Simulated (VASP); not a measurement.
Input of a VASP 6.6.1 run:

File INCAR:

```
PREC = Accurate
ENCUT = 520
EDIFF = 1E-8
ISMEAR = -1
SIGMA = 0.08
LREAL = False
LASPH = True
NELM = 100
ALGO = Normal
ISIF = 2
LWAVE = False
LCHARG = False
GGA = PS
LEFG = True
NBANDS = 29
```

Contents of KPOINTS:

```
Automatic mesh
0
Gamma
  8 8 8
```

POSCAR

```
TiSi2
1.0
    0.0000000000      4.0339355957      4.1745062023
    2.3377822484      0.0000000000      4.1745062023
    2.3377822484      4.0339355957      0.0000000000
Ti Si
2 4
Direct
    0.7500000000      0.7500000000      0.7500000000
    0.5000000000      0.5000000000      0.5000000000
    0.0830000000      0.4170000000      0.0830000000
    0.4170000000      0.0830000000      0.4170000000
    0.1670000000      0.8330000000      0.1670000000
    0.8330000000      0.1670000000      0.8330000000
```

Potentials or basis: VASP PAW PBE potentials, release 64 (Ti_sv, Si).

Launch:

```sh
$ cat potpaw_PBE.64/Ti_sv/POTCAR potpaw_PBE.64/Si/POTCAR > POTCAR
$ mpirun -np 1 vasp_std > vasp.out
```

**Question.** Predict the pressure.

**Answer.** 8.8 GPa.

**Question.** Predict the band gap on the k mesh.

**Answer.** Zero (band 20 reaches 11.63 eV, above the bottom of band 21 at 9.67 eV).

**Question.** What does it give for the largest force?

**Answer.** 0.188 eV/Å.

Electric field gradients, principal values (V/Å²):
```csv
atom,least,middle,greatest (by size)
1 Ti,-2.999,-7.124,10.122
2 Ti,-2.999,-7.124,10.122
3 Si,13.896,21.039,-34.935
4 Si,13.896,21.039,-34.935
5 Si,13.896,21.039,-34.935
6 Si,13.896,21.039,-34.935
```

Caveat: without QUAD_EFG the Cq values of the log hold for a quadrupole moment of 1 mb, not for the nuclei; the PAW data sets were made with another functional, which shifts forces and pressure a little.
